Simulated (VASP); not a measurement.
Runs of VASP 6.6.1 on Be3Cd2S. The structure is that of space group P4/mmm (No. 123), or close to it. The cells are those of the table. The cell was built from a structure type or drawn by symmetry, and may not be a known phase.

```tsv
task	cell	k mesh	cutoff (eV)	gap on the mesh (eV)	pressure (GPa)	relaxed volume (Å³/atom)
single point	a = 4.507, b = 4.507, c = 5.344 Å, 6 atoms	8 × 8 × 8	520	none	0.2	-
relaxation of cell and atoms	relaxed from a = 4.488, b = 4.488, c = 5.415 Å, 6 atoms	8 × 8 × 8	600	none	0.0	18.16
single point	a = 4.488, b = 4.488, c = 5.415 Å, 6 atoms	4 × 4 × 4	520	none	0.2	-
single point	a = 5.068, b = 5.068, c = 3.743 Å, 6 atoms	4 × 4 × 4	520	none	(a)	-
relaxation of cell and atoms	relaxed from a = 5.068, b = 5.068, c = 3.743 Å, 6 atoms	4 × 4 × 4	600	none	-0.1	18.24
```

Alike in all rows: level PBE; potentials or basis VASP PAW PBE potentials, release 64 (Be, Cd, S); no spin polarisation; smearing gaussian 0.1 eV.

Question: Fill in the values left out.

Answer: (a) 45.9.

Caveats: some runs use coarse meshes; a cell axis changed by over 15 % at a fixed basis, so the end point is rough (at least some runs).

A k mesh can miss the band edges, and the runs leave out spin-orbit coupling on Cd.

A gap of «none» marks levels without a gap at the run's occupations.
